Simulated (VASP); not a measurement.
# SiO2 (P6_422) in VASP: further runs, part 2 of 2

VASP 6.6.1.

## (4) Single point, LDA

This run uses another cell than the first one, of 13.50 Å³/atom, 1.008 times its volume.

Input file INCAR:

```
SYSTEM = SiO2
PREC     = Accurate       ! precision mode
ENCUT    = 520            ! plane-wave cutoff, eV
EDIFF    = 1E-6           ! SCF threshold, eV
ISMEAR   = 0              ! smearing method
SIGMA    = 0.02           ! smearing width, eV
LREAL    = .FALSE.        ! projectors in reciprocal space
LASPH    = .TRUE.         ! aspherical terms in the spheres
NELM     = 100            ! most SCF steps
ALGO     = Normal         ! electronic algorithm
ISIF     = 2              ! what is computed and relaxed
LWAVE    = .FALSE.        ! write WAVECAR
LCHARG   = .FALSE.        ! write CHGCAR
NBANDS   = 34             ! bands
```

Input file KPOINTS:

```
Automatic mesh
0
G
  6 6 4
  0 0 0
```

Input file POSCAR:

```
SiO2
1.0
    5.0386983966      0.0000000000      0.0000000000
   -2.5193491983      4.3636408134      0.0000000000
    0.0000000000      0.0000000000      5.5248549831
Si O
3 6
Direct
    0.0000000000      0.5000000000      0.3333333333
    0.5000000000      0.5000000000      0.6666666667
    0.5000000000      0.0000000000      0.0000000000
    0.5843949018      0.7921974509      0.8333333333
    0.7921974509      0.5843949018      0.5000000000
    0.7921974509      0.2078025491      0.1666666667
    0.4156050982      0.2078025491      0.8333333333
    0.2078025491      0.4156050982      0.5000000000
    0.2078025491      0.7921974509      0.1666666667
```

Potentials or basis: VASP PAW LDA potentials, release 64 (Si, O).

On the command line:

```sh
> cat potpaw_LDA.64/Si/POTCAR potpaw_LDA.64/O/POTCAR > POTCAR
> mpirun -np 1 vasp_std > vasp.out
```

OUTCAR:

```text
SYSTEM = SiO2
   PREC = Accurate
   ENCUT = 520
   EDIFF = 1E-6
   ISMEAR = 0
   LREAL = .FALSE.
   LASPH = .TRUE.
   NELM = 100
   ISIF = 2

 ion  position               nearest neighbor table
   1  0.000  0.500  0.333-   6 1.60   9 1.60   8 1.60   5 1.60   3 3.12   3 3.12   2 3.12   2 3.12

   2  0.500  0.500  0.667-   4 1.60   7 1.60   5 1.60   8 1.60   3 3.12   3 3.12   1 3.12   1 3.12

   3  0.500  0.000  0.000-   6 1.60   9 1.60   7 1.60   4 1.60   1 3.12   2 3.12   2 3.12   1 3.12

   4  0.584  0.792  0.833-   2 1.60   3 1.60
   5  0.792  0.584  0.500-   2 1.60   1 1.60
   6  0.792  0.208  0.167-   1 1.60   3 1.60
   7  0.416  0.208  0.833-   2 1.60   3 1.60
   8  0.208  0.416  0.500-   2 1.60   1 1.60
   9  0.208  0.792  0.167-   1 1.60   3 1.60

  LATTYP: Found a hexagonal cell.
 ALAT       =     5.0386983966
 C/A-ratio  =     1.0964845578

  Lattice vectors:

 A1 = (   5.0386983966,   0.0000000000,   0.0000000000)
 A2 = (  -2.5193491983,   4.3636408134,   0.0000000000)
 A3 = (   0.0000000000,   0.0000000000,   5.5248549831)
[... 193 lines left out ...]
 Fermi energy:         0.4929371725

 k-point     1 :       0.0000    0.0000    0.0000
  band No.  band energies     occupation
      1     -18.8777      2.00000
      2     -17.3538      2.00000
      3     -17.3538      2.00000
      4     -16.7096      2.00000
      5     -16.6691      2.00000
      6     -16.6691      2.00000
[... 766 lines left out ...]
     33      11.5703      0.00000
     34      11.5913      0.00000

------------------------ aborting loop because EDIFF is reached ----------------------------------------

  FORCE on cell =-STRESS in cart. coord.  units (eV):
  Direction    XX          YY          ZZ          XY          YZ          ZX
  --------------------------------------------------------------------------------------
  -------------------------------------------------------------------------------------
  Total        0.4304155      0.4304155      0.4815249      0.0000000      0.0000000      0.0000000
  in kB        5.6768870      5.6768870      6.3509856      0.0000000      0.0000000      0.0000000
  external PRESSURE =       5.9015865 kB  Pullay stress =       0.0000000 kB

 VOLUME and BASIS-vectors are now :
 -----------------------------------------------------------------------------
  energy-cutoff  :      520.00
  volume of cell :      121.48
      direct lattice vectors                 reciprocal lattice vectors
     5.038698397  0.000000000  0.000000000     0.198463953  0.114583216  0.000000000
    -2.519349198  4.363640813  0.000000000     0.000000000  0.229166433  0.000000000
     0.000000000  0.000000000  5.524854983     0.000000000  0.000000000  0.181000226

 POSITION                                       TOTAL-FORCE (eV/Angst)
 -----------------------------------------------------------------------------------
     -1.25967      2.18182      1.84162        -0.000000      0.000000     -0.000000
      1.25967      2.18182      3.68324        -0.000000      0.000000     -0.000000
      2.51935      0.00000      0.00000         0.000000      0.000000     -0.000000
      0.94877      3.45687      4.60405         0.006686      0.003860      0.000000
      2.51935      2.55009      2.76243         0.000000      0.007720     -0.000000
      3.46812      0.90678      0.92081         0.006686     -0.003860      0.000000
      1.57058      0.90678      4.60405        -0.006686     -0.003860      0.000000
      0.00000      1.81355      2.76243         0.000000     -0.007720      0.000000
     -0.94877      3.45687      0.92081        -0.006686      0.003860      0.000000
 -----------------------------------------------------------------------------------
    total drift:                                0.000000     -0.000000     -0.000001

  FREE ENERGIE OF THE ION-ELECTRON SYSTEM (eV)
  ---------------------------------------------------
  free  energy   TOTEN  =       -77.8102208146 eV

  energy  without entropy=      -77.8102208146  energy(sigma->0) =      -77.81022081
```

OSZICAR:

```text
N       E                     dE             d eps       ncg     rms          rms(c)
DAV:   1     0.275877365241E+03    0.27588E+03   -0.24983E+04  1428   0.130E+03
DAV:   2    -0.686925458448E+02   -0.34457E+03   -0.33296E+03  1850   0.303E+02
DAV:   3    -0.879902477071E+02   -0.19298E+02   -0.19215E+02  1832   0.754E+01
DAV:   4    -0.882050411785E+02   -0.21479E+00   -0.21459E+00  1776   0.900E+00
DAV:   5    -0.882082145207E+02   -0.31733E-02   -0.31716E-02  1814   0.108E+00    0.265E+01
DAV:   6    -0.780850845951E+02    0.10123E+02   -0.36894E+01  1658   0.320E+01    0.133E+01
DAV:   7    -0.779195927126E+02    0.16549E+00   -0.10575E+00  1728   0.491E+00    0.457E+00
DAV:   8    -0.778262506370E+02    0.93342E-01   -0.57675E-02  1800   0.163E+00    0.176E+00
DAV:   9    -0.778096497777E+02    0.16601E-01   -0.21213E-02  1824   0.998E-01    0.275E-01
DAV:  10    -0.778102750584E+02   -0.62528E-03   -0.21416E-03  1760   0.245E-01    0.982E-02
DAV:  11    -0.778102203584E+02    0.54700E-04   -0.62363E-04  1760   0.146E-01    0.153E-02
DAV:  12    -0.778102207011E+02   -0.34271E-06   -0.13980E-05  1752   0.214E-02    0.812E-03
DAV:  13    -0.778102208146E+02   -0.11348E-06   -0.42802E-06  1776   0.111E-02
   1 F= -.77810221E+02 E0= -.77810221E+02  d E =-.519003E-22
```

stdout:

```text
POSCAR found type information on POSCAR SiO
 POSCAR found :  2 types and       9 ions
 scaLAPACK will be used
 LDA part: xc-table for (Slater(with rela. corr.)+CA(PZ))
 , standard interpolation
 POSCAR, INCAR and KPOINTS ok, starting setup
 FFT: planning ... GRIDC
 FFT: planning ... GRID_SOFT
 FFT: planning ... GRID
 WAVECAR not read
 entering main loop
```

It took 63 s on 1 thread of AMD EPYC 9R14 (Zen 4), shared host; peak memory 0.19 GiB.

What came out:

```
Free energy            : -77.8102 eV
Pressure               : 0.6 GPa
Largest force          : 0.008 eV/Å
Band gap on the k mesh : 5.49 eV, indirect (least direct gap 5.68 eV)
```

Forces in eV/Å, atoms in the order of the input:
```
Si   0.000  0.000  0.000
Si   0.000  0.000  0.000
Si   0.000  0.000  0.000
O    0.007  0.004  0.000
O    0.000  0.008  0.000
O    0.007 -0.004  0.000
O   -0.007 -0.004  0.000
O    0.000 -0.008  0.000
O   -0.007  0.004  0.000
```

## (5) Single point, LDA

This run uses another cell than the first one, of 13.50 Å³/atom, 1.008 times its volume.

Input file INCAR:

```
SYSTEM = SiO2
PREC = Accurate
ENCUT = 520
EDIFF = 1E-7
ISMEAR = 0
SIGMA = 0.02
LREAL = .False.
LASPH = .True.
NELM = 60
ALGO = Normal
ISIF = 2
LWAVE = .False.
LCHARG = .False.
GGA = CA
NBANDS = 34
```

Input file KPOINTS:

```
Automatic mesh
0
Gamma
  6 6 4
  0 0 0
```

POSCAR is that of step 4.

On the command line:

```sh
> cat potpaw_LDA.64/Si/POTCAR potpaw_LDA.64/O/POTCAR > POTCAR
> mpirun -np 1 vasp_std > vasp.out
```

Wall time 56 s (1 thread of AMD EPYC 9R14 (Zen 4), shared host); peak memory 0.19 GiB.

The run converged. Its results:

* Free energy: -77.8102 eV
* Pressure: 0.6 GPa
* Largest force: 0.007 eV/Å
* Band gap on the k mesh: 5.49 eV, indirect (least direct gap 5.68 eV)

Forces in eV/Å, atoms in the order of the input:
```
Si   0.000  0.000  0.000
Si   0.000  0.000  0.000
Si   0.000  0.000  0.000
O    0.006  0.004  0.000
O    0.000  0.007  0.000
O    0.006 -0.004  0.000
O   -0.006 -0.004  0.000
O    0.000 -0.007  0.000
O   -0.006  0.004  0.000
```

Levels at points of the mesh, in eV from the valence-band top:
```
           k point  band 21  band 22  band 23  band 24  band 25  band 26  band 27  band 28
(0.00, 0.00, 0.00)    -1.02    -0.49    -0.49    -0.19     5.49     8.73     8.73     9.02
(0.50, 0.00, 0.00)    -1.20    -1.02    -0.36     0.00     7.54     8.39     9.40     9.46
(0.00, 0.00, 0.50)    -1.21    -0.29     0.00     0.00     7.32     7.32     8.19     9.62
(0.50, 0.00, 0.50)    -0.95    -0.75    -0.71    -0.35     8.58     8.98     9.02     9.15
```
